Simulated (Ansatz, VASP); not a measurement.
## Tl2Ga: VASP beside Ansatz

```xyz
3
Lattice="-1.9527 1.9527 4.7903 1.9527 -1.9527 4.7903 1.9527 1.9527 -4.7903" Properties=species:S:1:pos:R:3 pbc="T T T"
Tl    0.0000    0.0000    6.3711
Tl    0.0000    0.0000    3.2095
Ga    0.0000    0.0000    0.0000
```

Alike in both runs: task relaxation of cell and atoms; functional PBE; k mesh 6 × 6 × 6; occupations gaussian, width 0.1 eV; no spin polarisation.

|  | VASP | Ansatz |
| --- | --- | --- |
| version | VASP 6.6.1 | Ansatz 0.2.0 |
| potentials or method | VASP PAW PBE potentials, release 64 (Tl_d, Ga_d), cutoff 600 eV | scalar-relativistic, plane waves, PAW |
| valence electrons in the cell | 39 | 39 |

|  | VASP | Ansatz | Ansatz less VASP |
| --- | --- | --- | --- |
| gap on the k mesh at the Fermi level, each at its own relaxed structure (eV) | none | none | - |
| relaxed volume (Å³/atom) | 27.35 | 27.49 | +0.144 |
| relaxed cell length with the largest relative difference (Å) | 6.414 | 6.429 | +0.0153 |

A gap of «none» marks a metal or a gap that the smearing closes.

The k mesh is coarse, so the values compare programs but aren't converged. Spin-orbit coupling is off throughout.
